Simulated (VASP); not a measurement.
A run of VASP 6.6.1 is set up as follows.

File POSCAR:

```
CsH
1.0
    0.0000000000      3.3155200000      3.3155200000
    3.3155200000      0.0000000000      3.3155200000
    3.3155200000      3.3155200000      0.0000000000
Cs H
1 1
Direct
    0.0000000000      0.0000000000      0.0000000000
    0.5000000000      0.5000000000      0.5000000000
```

The input INCAR.step1:

```
SYSTEM = CsH
  PREC = Accurate
  ENCUT = 520
  ISMEAR = 0
  SIGMA = 0.05
  LREAL = .False.
  LASPH = .True.
  NELM = 100
  NBANDS = 12
  GGA = PE
  ALGO = Normal
  EDIFF = 1E-4
  LWAVE = .True.
  LCHARG = .False.
```

Contents of INCAR.step2:

```
SYSTEM = CsH
  PREC = Accurate
  ENCUT = 520
  EDIFF = 1E-6
  ISMEAR = 0
  SIGMA = 0.05
  LREAL = .False.
  LASPH = .True.
  NELM = 100
  ALGO = Normal
  ISIF = 2
  LWAVE = .False.
  LCHARG = .True.
  METAGGA = R2SCAN
  LMIXTAU = .True.
  LELF = .True.
  LVHAR = .True.
  NBANDS = 12
  ISTART = 1
```

KPOINTS

```
regular mesh
0
Gamma
  6 6 6
  0 0 0
```

Potentials or basis: VASP PAW PBE potentials, release 64 (Cs_sv, H).

The run is started by

```bash
$ cat potpaw_PBE.64/Cs_sv/POTCAR potpaw_PBE.64/H/POTCAR > POTCAR
$ cp INCAR.step1 INCAR
$ mpirun -np 1 vasp_std > vasp.out
$ cp INCAR.step2 INCAR
$ mpirun -np 1 vasp_std > vasp.out
```

What does it give for the pressure?

-0.9 GPa.

Predict the band gap on the k mesh.

2.77 eV, direct.

Caveat: the cell differs from its parent crystal (strain +0.040 along x and y, +0.040 along z); the PAW data sets were made with another functional, which shifts forces and pressure a little; spin-orbit coupling is left out, which moves the levels of the heavy elements. A k mesh can miss the band edges.
